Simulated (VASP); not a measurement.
Ba2Ir: single point with PBE

Crystal: Ba2Ir.

```
Ba Ir
1.0
     5.40300    0.00000    0.00000
    -2.70150    4.67913    0.00000
     0.00000    0.00000    3.32502
Ba Ir
2 1
Direct
  0.33333 0.66667 0.50000
  0.66667 0.33333 0.50000
  0.00000 0.00000 0.00000
```

```json
{
 "Program": "VASP 6.6.1",
 "Task": "single point",
 "Functional": "PBE",
 "Potentials or basis": "VASP PAW PBE potentials, release 64 (Ba_sv, Ir)",
 "Cutoff": "520 eV",
 "k mesh": "6 × 6 × 6",
 "Occupations": "gaussian, width 0.1 eV",
 "Spin": "no spin polarisation"
}
```

The pressure is 2.0 GPa. The band gap on the k mesh is zero (an odd number of electrons rules out a gap without spin polarisation).

Stress tensor (GPa, compression positive):
```
2.12 0.00 0.00
0.00 2.12 0.00
0.00 0.00 1.70
```

Levels at points of the mesh, in eV from the Fermi level:
```tsv
k point	band 12	band 13	band 14	band 15	band 16	band 17
(0.00, 0.00, 0.00)	-1.30	-0.73	-0.73	0.16	0.70	0.70
(0.50, 0.00, 0.00)	-1.47	-0.89	-0.81	-0.62	-0.01	1.04
(0.00, 0.00, 0.50)	-2.04	-1.48	-0.45	1.13	1.13	1.24
(0.50, 0.00, 0.50)	-1.93	-1.51	-1.22	-0.17	0.83	0.89
```

It took 50 s on 1 thread of Oxide Virtual Turin-like Processor, with other jobs on the host, peak memory 0.19 GiB.

Caveat: spin-orbit coupling is left out, which moves the levels of the heavy elements.
